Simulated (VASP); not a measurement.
# W (I4/mmm) in VASP: further runs

Runs on W. Level: PBEsol. Tasks: single point.

Everything below comes from runs of VASP 6.6.1. Logs are shortened: lines on timing, memory, paths and dates and some standing lists are left out, and cuts for length are marked.

**1. The cell of the first run**

The structure is tetragonal, space group I4/mmm (No. 139). Conventional cell: a = 3.216 Å, b = 3.216 Å, c = 3.091 Å, α = 90.00°, β = 90.00°, γ = 90.00°. Within 3.6 Å of W (site symmetry 4/mmm) lie 14 W at 2.75 to 3.22 Å.

**2. Single point, PBEsol (15.98 Å³/atom)**

Input file INCAR:

```
  ALGO = Normal
  EDIFF = 1E-6
  ENCUT = 500
  GGA = PS
  GGA_COMPAT = F
  ISIF = 2
  ISMEAR = 0
  LASPH = T
  LCHARG = F
  LREAL = F
  LWAVE = F
  NBANDS = 13
  NELM = 120
  PREC = Accurate
  SIGMA = 0.15
```

Input file KPOINTS:

```
k-points
0
Gamma
  22 22 22
```

Input file POSCAR:

```
W
1.0
    0.0000000000      2.2737075877      1.5454390473
    2.2737075877      0.0000000000      1.5454390473
    2.2737075877      2.2737075877      0.0000000000
W
1
Direct
    0.0000000000      0.0000000000      0.0000000000
```

Potentials or basis: VASP PAW PBE potentials, release 64 (W_sv).

Command:

```console
$ cat potpaw_PBE.64/W_sv/POTCAR > POTCAR
$ mpirun -np 1 vasp_std > vasp.out
```

OUTCAR:

```text
EDIFF = 1E-6
   ENCUT = 500
   GGA = PS
   ISIF = 2
   ISMEAR = 0
   LASPH = T
   LREAL = F
   NELM = 120
   PREC = Accurate

 ion  position               nearest neighbor table
   1  0.000  0.000  0.000-

  LATTYP: Found a body centered tetragonal cell.
 ALAT       =     3.2155081074
 C/A-ratio  =     0.9612409583

  Lattice vectors:

 A1 = (   0.0000000000,  -2.2737075877,  -1.5454390473)
 A2 = (   0.0000000000,   2.2737075877,  -1.5454390473)
 A3 = (   2.2737075877,   0.0000000000,   1.5454390473)

Analysis of symmetry for initial positions (statically):
=====================================================================
 Subroutine PRICEL returns:
 Original cell was already a primitive cell.

 Routine SETGRP: Setting up the symmetry group for a
 body centered tetragonal supercell.

 Subroutine GETGRP returns: Found 16 space group operations
 (whereof 16 operations were pure point group operations)
 out of a pool of 16 trial point group operations.

The static configuration has the point symmetry D_4h.

Analysis of symmetry for dynamics (positions and initial velocities):
=====================================================================
 Subroutine PRICEL returns:
 Original cell was already a primitive cell.

 Routine SETGRP: Setting up the symmetry group for a
 body centered tetragonal supercell.

 Subroutine GETGRP returns: Found 16 space group operations
 (whereof 16 operations were pure point group operations)
 out of a pool of 16 trial point group operations.

The dynamic configuration has the point symmetry D_4h.

 Subroutine INISYM returns: Found 16 space group operations
 (whereof 16 operations are pure point group operations),
 and found     1 'primitive' translations

----------------------------------------------------------------------------------------

                                     Primitive cell

  volume of cell :      15.9791

  direct lattice vectors                    reciprocal lattice vectors
     0.000000000  2.273707588  1.545439047    -0.219905146  0.219905146  0.323532656
     2.273707588  0.000000000  1.545439047     0.219905146 -0.219905146  0.323532656
     2.273707588  2.273707588  0.000000000     0.219905146  0.219905146 -0.323532656

  length of vectors
     2.749204984  2.749204984  3.215508107     0.448764890  0.448764890  0.448764890

  position of ions in fractional coordinates (direct lattice)
     0.000000000  0.000000000  0.000000000

  ion indices of the primitive-cell ions
   primitive index   ion index
                 1           1
[... 80 lines left out ...]
   POTIM  = 0.5000    time-step for ionic-motion
   TEBEG  =    0.0;   TEEND  =   0.0 temperature during run
   PSTRESS=    0.0 pullay stress
   NELECT =      14.0000    total number of electrons
   NUPDOWN=      -1.0000    fix difference up-down
   EMIN   =  10.00;   EMAX   =-10.00  energy-range for DOS
   EFERMI =   0.00;   METHOD = LEGACY
   ISMEAR =     0;   SIGMA  =   0.15  broadening in eV -4-tet -1-fermi 0-gaus
   EFERMI_NEDOS =   21; number of points for ismear=-14 and -15
   IALGO  =     38    algorithm
   IMIX   =      4    mixing-type and parameters
     AMIX     =   0.40;   BMIX     =  1.00
     AMIX_MAG =   1.60;   BMIX_MAG =  1.00
  volume/ion in A,a.u.               =      15.98       107.83
  Fermi-wavevector in a.u.,A,eV,Ry     =   1.566512  2.960279 33.388164  2.453961
  Thomas-Fermi vector in A             =   2.668829
   LORBIT       =      0    0 simple, 1 ext, 2 COOP (PROOUT), +10 PAW based schemes
   GGA     = PS    functional components
   LHFCALC =     F    Hartree Fock is set to
   AEXX    =    0.0000 exact exchange contribution
   IVDW    =     0    specifies the selected vdW correction
   LEPSILON=     F    determine dielectric tensor
   LRPA    =     F    only Hartree local field effects (RPA)
 non-spin polarized calculation
 Gauss-broadening in eV      SIGMA  =   0.15
  energy-cutoff  :      500.00
  volume of cell :       15.98
 maximum number of plane-waves:       420
   NGX =  9   NGY =  9   NGZ = 11

 number of electron      14.0000003 magnetization

 Free energy of the ion-electron system (eV)
  ---------------------------------------------------
  ext. energy  EPLUGINS =         0.00000000
  ---------------------------------------------------
  free energy    TOTEN  =       -13.78543883 eV

  energy without entropy =      -13.77952129  energy(sigma->0) =      -13.78248006

 E-fermi :  11.1562     XC(G=0): -13.7156

 val. band max:       11.1462471753   @ k =  -0.1818   0.5000   0.3182
 cond. band min:      11.1789656992   @ k =   0.3182   0.1818   0.0455
 fundamental gap:      0.0327185240
 Fermi energy:        11.1561900053

 k-point     1 :       0.0000    0.0000    0.0000
  band No.  band energies     occupation
      1     -62.9971      2.00000
      2     -26.5734      2.00000
      3     -26.5734      2.00000
      4     -26.5528      2.00000
      5       1.5512      2.00000
      6       9.6008      2.00000
      7      10.1325      2.00000
      8      10.1325      2.00000
      9      12.9996      0.00000
     10      13.7155      0.00000
     11      25.4454      0.00000
     12      25.4454      0.00000
     13      26.2191      0.00000
[... 354 lines left out ...]
  band No.  band energies     occupation
      1     -62.8661      2.00000
      2     -27.7881      2.00000
      3     -26.9974      2.00000
      4     -26.6048      2.00000
      5       5.0300      2.00000
      6       7.5980      2.00000
      7      11.2460      0.39719
      8      13.2178      0.00000
      9      14.7238      0.00000
     10      16.9684      0.00000
     11      22.3738      0.00000
     12      23.2891      0.00000
     13      27.8336      0.00000

 [... further k-points ...]

------------------------ aborting loop because EDIFF is reached ----------------------------------------

  FORCE on cell =-STRESS in cart. coord.  units (eV):
  Direction    XX          YY          ZZ          XY          YZ          ZX
  --------------------------------------------------------------------------------------
  -------------------------------------------------------------------------------------
  Total       -0.8962874     -0.8962874      0.3481714      0.0000000      0.0000000     -0.0000000
  in kB      -89.8683509    -89.8683509     34.9102196      0.0000000      0.0000000     -0.0000000
  external PRESSURE =     -48.2754941 kB  Pullay stress =       0.0000000 kB

 VOLUME and BASIS-vectors are now :
 -----------------------------------------------------------------------------
  energy-cutoff  :      500.00
  volume of cell :       15.98
      direct lattice vectors                 reciprocal lattice vectors
     0.000000000  2.273707588  1.545439047    -0.219905146  0.219905146  0.323532656
     2.273707588  0.000000000  1.545439047     0.219905146 -0.219905146  0.323532656
     2.273707588  2.273707588  0.000000000     0.219905146  0.219905146 -0.323532656

 POSITION                                       TOTAL-FORCE (eV/Angst)
 -----------------------------------------------------------------------------------
      0.00000      0.00000      0.00000        -0.000000      0.000000     -0.000000
 -----------------------------------------------------------------------------------
    total drift:                                0.000000     -0.000000      0.000000

  FREE ENERGIE OF THE ION-ELECTRON SYSTEM (eV)
  ---------------------------------------------------
  free  energy   TOTEN  =       -13.7854388272 eV

  energy  without entropy=      -13.7795212941  energy(sigma->0) =      -13.78248006
```

Run time: 2.3 min. Hardware: 1 thread of Intel Xeon Platinum 8259CL at 2.50GHz (Skylake/Cascade Lake), shared host; peak memory 0.26 GiB.

Results:

- Free energy: -13.7854 eV
- Pressure: -4.8 GPa
- Band gap on the k mesh: zero (bands 7 and 8 overlap by 6.24 eV)

Caveat: the cell stands under tension; the PAW data sets were made with another functional, which shifts forces and pressure a little; spin-orbit coupling is left out, which moves the levels of the heavy elements.

**3. Single point, PBEsol (16.40 Å³/atom)**

This run uses another cell than the first one, of 16.40 Å³/atom.

Input file INCAR:

```
PREC = Accurate
ENCUT = 500
EDIFF = 1E-6
ISMEAR = 0
SIGMA = 0.15
LREAL = F
LASPH = T
NELM = 120
ALGO = Normal
ISIF = 2
LWAVE = F
LCHARG = F
GGA = PS
NBANDS = 13
GGA_COMPAT = F
```

Input file KPOINTS:

```
Automatic mesh
0
Gamma
  22 22 22
```

Input file POSCAR:

```
W
1.0
    0.0000000000      2.2354119605      1.6414630026
    2.2354119605      0.0000000000      1.6414630026
    2.2354119605      2.2354119605      0.0000000000
W
1
Direct
    0.0000000000      0.0000000000      0.0000000000
```

Potentials or basis: VASP PAW PBE potentials, release 64 (W_sv).

Command:

```console
$ cat potpaw_PBE.64/W_sv/POTCAR > POTCAR
$ mpirun -np 1 vasp_std > vasp.out
```

It took 2.4 min on 1 thread of Intel Xeon Platinum 8259CL at 2.50GHz (Skylake/Cascade Lake), shared host; peak memory 0.26 GiB.

The run converged. Its results:

```
Free energy            : -13.7646 eV
Pressure               : -12.4 GPa
Band gap on the k mesh : zero (bands 7 and 8 overlap by 5.81 eV)
```

Stress tensor (GPa, compression positive):
```
 -8.93   0.00   0.00
  0.00  -8.93   0.00
  0.00   0.00 -19.40
```

Levels at points of the mesh, in eV from the Fermi level:
| k point | band 3 | band 4 | band 5 | band 6 | band 7 | band 8 | band 9 | band 10 | band 11 | band 12 |
| --- | --- | --- | --- | --- | --- | --- | --- | --- | --- | --- |
| (0.00, 0.00, 0.00) | -37.79 | -37.79 | -9.45 | -1.31 | -1.31 | -0.84 | 1.83 | 2.46 | 14.03 | 14.72 |
| (0.50, 0.00, 0.00) | -38.15 | -37.79 | -6.06 | -3.23 | 0.50 | 1.73 | 2.98 | 5.82 | 10.43 | 11.49 |
| (0.50, 0.50, 0.00) | -38.57 | -38.57 | -5.62 | -5.52 | 4.84 | 5.00 | 5.00 | 7.32 | 8.33 | 8.33 |
| (0.50, 0.00, 0.50) | -38.20 | -37.82 | -6.05 | -3.71 | 0.79 | 2.46 | 3.20 | 5.94 | 10.72 | 11.30 |

Caveat: the cell stands under tension; the PAW data sets were made with another functional, which shifts forces and pressure a little; spin-orbit coupling is left out, which moves the levels of the heavy elements.

**4. Single point, PBEsol (16.41 Å³/atom)**

This run uses another cell than the first one, of 16.41 Å³/atom.

Input file INCAR:

```
SYSTEM = W
PREC = Accurate
ENCUT = 500
EDIFF = 1E-6
ISMEAR = 0
SIGMA = 0.15
LREAL = .FALSE.
LASPH = .TRUE.
NELM = 120
ALGO = Normal
ISIF = 2
LWAVE = .FALSE.
LCHARG = .FALSE.
GGA = PS
NBANDS = 13
GGA_COMPAT = .FALSE.
```

Input file KPOINTS:

```
Automatic mesh
0
G
  22 22 22
  0 0 0
```

Input file POSCAR:

```
W
1.0
    0.0000000000      2.2937336701      1.5590507756
    2.2937336701      0.0000000000      1.5590507756
    2.2937336701      2.2937336701      0.0000000000
W
1
Direct
    0.0000000000      0.0000000000      0.0000000000
```

Command:

```console
$ cat potpaw_PBE.64/W_sv/POTCAR > POTCAR
$ mpirun -np 1 vasp_std > vasp.out
```

Wall time 2.2 min (1 thread of Intel Xeon Platinum 8259CL at 2.50GHz (Skylake/Cascade Lake), shared host); peak memory 0.26 GiB.

It converged, with:

| Item | Value |
| --- | --- |
| Free energy | -13.7626 eV |
| Pressure | -12.4 GPa |
| Band gap on the k mesh | zero (bands 7 and 8 overlap by 6.01 eV) |

Stress tensor (GPa, compression positive):
```
-16.30   0.00   0.00
  0.00 -16.30   0.00
  0.00   0.00  -4.54
```

Levels at points of the mesh, in eV from the Fermi level:
```tsv
k point	band 4	band 5	band 6	band 7	band 8	band 9	band 10	band 11
(0.00, 0.00, 0.00)	-37.78	-9.45	-1.50	-0.98	-0.98	1.80	2.49	14.24
(0.50, 0.00, 0.00)	-37.81	-6.05	-3.57	0.70	2.14	3.23	5.89	10.63
(0.50, 0.50, 0.00)	-38.53	-5.62	-5.52	4.89	4.89	5.05	7.64	7.64
(0.50, 0.00, 0.50)	-37.78	-6.07	-3.04	0.40	1.59	2.75	5.79	10.33
```

Caveat: the cell stands under tension; the PAW data sets were made with another functional, which shifts forces and pressure a little; spin-orbit coupling is left out, which moves the levels of the heavy elements.

**5. Overview**

| cell | gap on the mesh (eV) | pressure (GPa) |
| --- | --- | --- |
| a = 2.749, b = 2.749, c = 3.216 Å, angles 54.2, 54.2, 71.6°, 1 atom | none | -4.8 |
| a = 2.773, b = 2.773, c = 3.161 Å, angles 55.3, 55.3, 69.5°, 1 atom | none | -12.4 |
| a = 2.773, b = 2.773, c = 3.244 Å, angles 54.2, 54.2, 71.6°, 1 atom | none | -12.4 |

Alike in all rows: task single point; level PBEsol; potentials or basis VASP PAW PBE potentials, release 64 (W_sv); no spin polarisation; k mesh 22 × 22 × 22; cutoff (eV) 500; smearing gaussian 0.15 eV.

Caveats: the cell stands under tension; the PAW data sets were made with another functional, which shifts forces and pressure a little; spin-orbit coupling is left out, which moves the levels of the heavy elements.

Absolute energies hang on the potentials; compare differences alone.
